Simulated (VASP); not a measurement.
A run of VASP 6.6.1 is set up as follows.

The input POSCAR:

```
Li
1.0
    3.0131611974      0.0000000000      0.0000000000
   -1.5065805987      2.6094741427      0.0000000000
    0.0000000000      0.0000000000      4.9145085736
Li
2
Direct
    0.3333333333      0.6666666667      0.2500000000
    0.6666666667      0.3333333333      0.7500000000
```

The input INCAR.step1:

```
SYSTEM = Li
  PREC = Accurate
  ENCUT = 520
  ISMEAR = -1
  SIGMA = 0.1
  LREAL = .FALSE.
  LASPH = .TRUE.
  NELM = 100
  NBANDS = 10
  GGA = PE
  ALGO = Normal
  EDIFF = 1E-4
  LWAVE = .TRUE.
  LCHARG = .FALSE.
```

The input INCAR.step2:

```
SYSTEM = Li
  PREC = Accurate
  ENCUT = 520
  EDIFF = 1E-7
  ISMEAR = -1
  SIGMA = 0.1
  LREAL = .FALSE.
  LASPH = .TRUE.
  NELM = 100
  ALGO = Normal
  ISIF = 2
  LWAVE = .FALSE.
  LCHARG = .FALSE.
  METAGGA = R2SCAN
  LMIXTAU = .TRUE.
  NBANDS = 10
  ISTART = 1
```

KPOINTS

```
Automatic mesh
0
G
  13 13 7
  0 0 0
```

Potentials or basis: VASP PAW PBE potentials, release 64 (Li_sv).

Run with:

```bash
$ cat potpaw_PBE.64/Li_sv/POTCAR > POTCAR
$ cp INCAR.step1 INCAR
$ mpirun -np 1 vasp_std > vasp.out
$ cp INCAR.step2 INCAR
$ mpirun -np 1 vasp_std > vasp.out
```

Q: Predict the band gap on the k mesh.

A: Zero (bands 3 and 4 overlap by 4.14 eV).
